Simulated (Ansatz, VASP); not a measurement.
# One calculation of Li2Se, two programs

The input INCAR:

```
PREC = Accurate ; ENCUT = 750
EDIFF = 1E-6 ; ISMEAR = 0
SIGMA = 0.01 ; LREAL = False
LASPH = True ; NELM = 120
ALGO = Normal ; ISIF = 2
LWAVE = False ; LCHARG = False
GGA = PE ; NBANDS = 13
GGA_COMPAT = False
```

Contents of KPOINTS:

```
Automatic mesh
0
Gamma
  6 6 6
```

File POSCAR:

```
Li2Se
1.0
    0.0000000000      2.9721696435      2.9721696435
    2.9721696435      0.0000000000      2.9721696435
    2.9721696435      2.9721696435      0.0000000000
Li Se
2 1
Direct
    0.2500000000      0.2500000000      0.2500000000
    0.7500000000      0.7500000000      0.7500000000
    0.0000000000      0.0000000000      0.0000000000
```

Input for Ansatz:

```yaml
crystal:
  lattice:
    - [0.0, 2.9721696435, 2.9721696435]
    - [2.9721696435, 0.0, 2.9721696435]
    - [2.9721696435, 2.9721696435, 0.0]
  atoms:
    - { symbol: Li, position: [0.25, 0.25, 0.25] }
    - { symbol: Li, position: [0.75, 0.75, 0.75] }
    - { symbol: Se, position: [0.0, 0.0, 0.0] }
kpoints:
  mp_grid: { grid: [6, 6, 6] }
hamiltonian:
  xc: pbe
scf:
  occupations: { method: fixed }
  n_extra_bands: 4
output:
  forces: true
  stress: true
  eigenvalues: true
```

Alike in both runs: task single point; functional PBE; k mesh 6 × 6 × 6; no spin polarisation.

```csv
,VASP,Ansatz
version,VASP 6.6.1,Ansatz 0.2.0
potentials or method,"VASP PAW PBE potentials, release 64 (Li_sv, Se)","plane waves, PAW"
plane-wave cutoff (eV),750,420
occupations,"gaussian, width 0.01 eV",fixed
valence electrons in the cell,12,22
```

```tsv
	VASP	Ansatz	Ansatz less VASP
gap on the k mesh at the Fermi level (eV)	2.95	2.96	+0.006
pressure (GPa)	1.1	1.1	+0.06
```

VASP's potentials hold 12 valence electrons a cell and Ansatz's 22, so a difference there can come from the potentials and not from the codes.
